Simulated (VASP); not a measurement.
Wanted: the native input for a VASP 6.6.1 run.

```
Task                   : single point
Functional             : PBE
Potentials or basis    : VASP PAW PBE potentials, release 64 (Na_pv, F)
Cutoff                 : 520 eV
k mesh                 : 6 × 6 × 6
Occupations            : gaussian, width 0.01 eV
Spin                   : no spin polarisation
Dipole correction      : no
Further INCAR settings : ALGO = Normal; EDIFF = 1e-06; NBANDS = 14
```

The structure of NaF lies in POSCAR:

```
NaF
1.0
    0.0000000000      2.2971680712      2.2971680712
    2.2971680712      0.0000000000      2.2971680712
    2.2971680712      2.2971680712      0.0000000000
Na F
1 1
Direct
    0.0000000000      0.0000000000      0.0000000000
    0.5000000000      0.5000000000      0.5000000000
```

These files were run (other wordings do the same):

INCAR

```
PREC = Accurate ; ENCUT = 520
EDIFF = 1E-6 ; ISMEAR = 0
SIGMA = 0.01 ; LREAL = False
LASPH = True ; NELM = 80
ALGO = Normal ; ISIF = 2
LWAVE = False ; LCHARG = False
GGA = PE ; NBANDS = 14
```

KPOINTS

```
regular mesh
0
Gamma
  6 6 6
```

Potentials or basis: VASP PAW PBE potentials, release 64 (Na_pv, F).

Run with:

```bash
$ cat potpaw_PBE.64/Na_pv/POTCAR potpaw_PBE.64/F/POTCAR > POTCAR
$ mpirun -np 1 vasp_std > vasp.out
```

It gave:

```json
{
 "Pressure": "3.5 GPa",
 "Band gap on the k mesh": "6.44 eV, direct"
}
```

Run time: 2.1 s on 1 thread of Intel(R) Xeon(R) 6975P-C (Granite Rapids), on a shared host, peak memory 0.13 GiB.
